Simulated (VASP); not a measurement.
Set up this calculation in VASP 6.6.1, as the native input.

* Task: single point
* Functional: LDA
* Potentials or basis: VASP PAW LDA potentials, release 64 (Si, O)
* Cutoff: 520 eV
* k mesh: 8 × 8 × 8
* Occupations: gaussian, width 0.02 eV
* Spin: no spin polarisation
* Dipole correction: no
* Further INCAR settings: ALGO = Normal; EDIFF = 1e-06; NBANDS = 25

The structure of SiO2 lies in POSCAR:

```
SiO2
1.0
   -2.5269861588      2.5269861588      3.6676795769
    2.5269861588     -2.5269861588      3.6676795769
    2.5269861588      2.5269861588     -3.6676795769
Si O
2 4
Direct
    0.0000000000      0.0000000000      0.0000000000
    0.7500000000      0.2500000000      0.5000000000
    0.9506410185      0.6250000000      0.8256410185
    0.3750000000      0.2006410185      0.3256410185
    0.7993589815      0.1250000000      0.1743589815
    0.8750000000      0.0493589815      0.6743589815
```

This cell differs from its parent crystal: volume scaled by 1.06, then relaxed in part.

These files were run (other wordings do the same):

INCAR

```
SYSTEM = SiO2
PREC = Accurate ; ENCUT = 520
EDIFF = 1E-6 ; ISMEAR = 0
SIGMA = 0.02 ; LREAL = .FALSE.
LASPH = .TRUE. ; NELM = 60
ALGO = Normal ; ISIF = 2
LWAVE = .FALSE. ; LCHARG = .FALSE.
NBANDS = 25
```

KPOINTS

```
Automatic mesh
0
G
  8 8 8
  0 0 0
```

Potentials or basis: VASP PAW LDA potentials, release 64 (Si, O).

Run with:

```sh
$ cat potpaw_LDA.64/Si/POTCAR potpaw_LDA.64/O/POTCAR > POTCAR
$ mpirun -np 1 vasp_std > vasp.out
```

Results of the run:

```json
{
 "Pressure": "-0.6 GPa",
 "Largest force": "0.019 eV/Å",
 "Band gap on the k mesh": "5.56 eV, direct"
}
```

Run time: 2.3 min on 1 thread of Intel(R) Xeon(R) Platinum 8488C (Sapphire Rapids), with other jobs on the host, peak memory 0.24 GiB.
